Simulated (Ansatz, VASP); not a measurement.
## InP: VASP beside Ansatz

```
CELL_PARAMETERS angstrom
0.00000 2.95357 2.77635
2.95357 0.00000 2.77635
2.95357 2.95357 0.00000
ATOMIC_POSITIONS crystal
In 0.00000 0.00000 0.00000
P 0.75000 0.75000 0.75000
```

Change from the starting cell: strain -0.0600 x Voigt [0, 0, 1, 0, 0, 0], atoms carried along.

Alike in both runs: task single point; functional r2SCAN; k mesh 8 × 8 × 8; occupations gaussian, width 0.05 eV; no spin polarisation.

```csv
,VASP,Ansatz
version,VASP 6.6.1,Ansatz 0.2.0
potentials or method,"VASP PAW PBE potentials, release 64 (In_d, P), cutoff 520 eV","scalar-relativistic, plane waves, PAW"
valence electrons in the cell,18,18
```

|  | VASP | Ansatz | Ansatz less VASP |
| --- | --- | --- | --- |
| gap on the k mesh at the Fermi level (eV) | 1.19 | 1.19 | -0.005 |
| least direct gap on the mesh (eV) | 1.19 | 1.19 | -0.005 |
| pressure (GPa) | 4.6 | 4.7 | +0.12 |
| traceless stress, the component that is largest in VASP (GPa) | 1.51 | 1.49 | -0.019 |

VASP's potentials were made for PBE, not for r2SCAN.
